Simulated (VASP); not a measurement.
Set up this calculation in VASP 6.6.1, as the native input.

| Quantity | Value |
| --- | --- |
| Task | single point |
| Functional | PBE |
| Potentials or basis | VASP PAW PBE potentials, release 64 (Ho_3, S), 4f in core |
| Cutoff | 500 eV |
| k mesh | 4 × 4 × 3 |
| Occupations | gaussian, width 0.2 eV |
| Spin | no spin polarisation |
| Dipole correction | no |
| Further INCAR settings | ALGO = Normal; EDIFF = 1e-06; NBANDS = 29 |

The structure of Ho4S lies in POSCAR:

```
Ho4S
1.0
    5.3703709008     -0.0000000032      0.0000000000
   -2.6851854476      4.6508776294      0.0000000000
    0.0000000000      0.0000000000      6.1184231203
Ho S
4 1
Direct
    0.3333333333      0.6666666667      0.7431609103
    0.6666666667      0.3333333333      0.7431609103
    0.6666666667      0.3333333333      0.2568390897
    0.3333333333      0.6666666667      0.2568390897
    0.0000000000      0.0000000000      0.5000000000
```

The cell was generated, and may not be a known phase.

These files were run (other wordings do the same):

INCAR

```
SYSTEM = Ho4S
PREC = Accurate
ENCUT = 500
EDIFF = 1E-6
ISMEAR = 0
SIGMA = 0.2
LREAL = .False.
LASPH = .True.
NELM = 200
ALGO = Normal
ISIF = 2
LWAVE = .False.
LCHARG = .True.
GGA = PE
LELF = .True.
LVHAR = .True.
NBANDS = 29
GGA_COMPAT = .False.
LMAXMIX = 6
```

KPOINTS

```
Automatic mesh
0
Gamma
  4 4 3
  0 0 0
```

Potentials or basis: VASP PAW PBE potentials, release 64 (Ho_3, S), 4f in core.

Launch:

```console
$ cat potpaw_PBE.64/Ho_3/POTCAR potpaw_PBE.64/S/POTCAR > POTCAR
$ mpirun -np 1 vasp_std > vasp.out
```

It gave:

* Pressure: 0.4 GPa
* Largest force: 0.021 eV/Å
* Band gap on the k mesh: zero (bands 21 and 22 overlap by 0.40 eV)

Caveat: spin-orbit coupling is left out, which moves the levels of the heavy elements; the 4f electrons are frozen in the core, so they carry no moment and show no levels; the run has no spin polarisation, though such a crystal can be magnetic.

Run time: 47 s on 1 thread of Intel(R) Xeon(R) Platinum 8175M CPU @ 2.50GHz (Skylake/Cascade Lake) (shared host), peak memory 0.25 GiB.
